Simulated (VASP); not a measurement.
Here is a VASP 6.6.1 calculation.

POSCAR

```
LiNbO3
1.0
    2.6074333600      1.5054010600      4.6825260800
   -2.6074333600      1.5054010600      4.6825260800
    0.0000000000     -3.0108021100      4.6825260800
Nb O Li
2 6 2
Direct
    0.0000600000      0.0000600000      0.0000600000
    0.5000600000      0.5000600000      0.5000600000
    0.1116500000      0.3587900000      0.7208700000
    0.7208700000      0.1116500000      0.3587900000
    0.3587900000      0.7208700000      0.1116500000
    0.2208700000      0.8587900000      0.6116500000
    0.8587900000      0.6116500000      0.2208700000
    0.6116500000      0.2208700000      0.8587900000
    0.2803000000      0.2803000000      0.2803000000
    0.7803000000      0.7803000000      0.7803000000
```

File INCAR.step1:

```
SYSTEM = LiNbO3
PREC = Accurate
ENCUT = 520
ISMEAR = 1
SIGMA = 0.0136
LREAL = .False.
LASPH = .True.
NELM = 60
NBANDS = 45
GGA = PE
ALGO = Normal
EDIFF = 1E-4
LWAVE = .True.
LCHARG = .False.
```

File INCAR.step2:

```
SYSTEM = LiNbO3
PREC = Accurate
ENCUT = 520
EDIFF = 1E-6
ISMEAR = 1
SIGMA = 0.0136
LREAL = .False.
LASPH = .True.
NELM = 60
ALGO = Normal
ISIF = 2
LWAVE = .False.
LCHARG = .False.
METAGGA = R2SCAN
LMIXTAU = .True.
NBANDS = 45
ISTART = 1
```

Contents of KPOINTS:

```
Automatic mesh
0
Gamma
  6 6 6
  0 0 0
```

Potentials or basis: VASP PAW PBE potentials, release 64 (Nb_sv, O, Li_sv).

The run is started by

```bash
$ cat potpaw_PBE.64/Nb_sv/POTCAR potpaw_PBE.64/O/POTCAR potpaw_PBE.64/Li_sv/POTCAR > POTCAR
$ cp INCAR.step1 INCAR
$ mpirun -np 1 vasp_std > vasp.out
$ cp INCAR.step2 INCAR
$ mpirun -np 1 vasp_std > vasp.out
```

Problem. Estimate the largest force.

Solution. 0.380 eV/Å.

Problem. Predict the band gap on the k mesh.

Solution. 3.82 eV (least direct gap 3.83 eV).

Forces in eV/Å, atoms in the order of the input:
```
Nb   0.000  0.000  0.321
Nb   0.000  0.000  0.321
O    0.216 -0.288 -0.121
O    0.141  0.331 -0.121
O   -0.357 -0.043 -0.121
O    0.357 -0.043 -0.121
O   -0.216 -0.288 -0.121
O   -0.141  0.331 -0.121
Li   0.000  0.000  0.043
Li   0.000  0.000  0.043
```

Caveat: the PAW data sets were made with another functional, which shifts forces and pressure a little. r2SCAN opens gaps a little over a GGA but as a rule still falls short of measured ones.
